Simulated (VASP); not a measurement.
Runs of VASP 6.6.1 on ZrTaN. The structure is that of space group P4/nmm (No. 129), or close to it. The cells are those of the table. 

```tsv
task	level	cell	k mesh	cutoff (eV)	gap on the mesh (eV)	pressure (GPa)	largest force (eV/Å)
single point	PBEsol	a = 3.340, b = 3.340, c = 7.851 Å, 6 atoms	12 × 12 × 6	520	none	-6.4	0.10
single point	PBE	a = 3.340, b = 3.340, c = 7.851 Å, 6 atoms	12 × 12 × 6	520	none	0.2	(a)
single point	PBE	a = 3.070, b = 3.070, c = 7.803 Å, 6 atoms	6 × 6 × 2	520	none	(b)	2.29
single point	PBE	a = 3.330, b = 3.330, c = 7.904 Å, 6 atoms	6 × 6 × 2	520	none	0.0	0.02
relaxation of cell and atoms	PBE	relaxed from a = 3.070, b = 3.070, c = 7.803 Å, 6 atoms	6 × 6 × 2	600	none	0.0	0.02
```

Alike in all rows: potentials or basis VASP PAW PBE potentials, release 64 (Zr_sv, Ta_pv, N); no spin polarisation; smearing gaussian 0.1 eV.

Fill in the values left out.

(a) 0.03; (b) 49.2.

Caveats: some runs use coarse meshes; spin-orbit coupling is left out, which moves the levels of the heavy elements; the PAW data sets were made with another functional, which shifts forces and pressure a little (some runs); forces of over 1 eV/Å act on the atoms, so gaps and moduli don't describe the material at rest (some runs).

A k mesh can miss the band edges, and the runs leave out spin-orbit coupling on Ta, Zr.

A gap of «none» marks levels without a gap at the run's occupations.
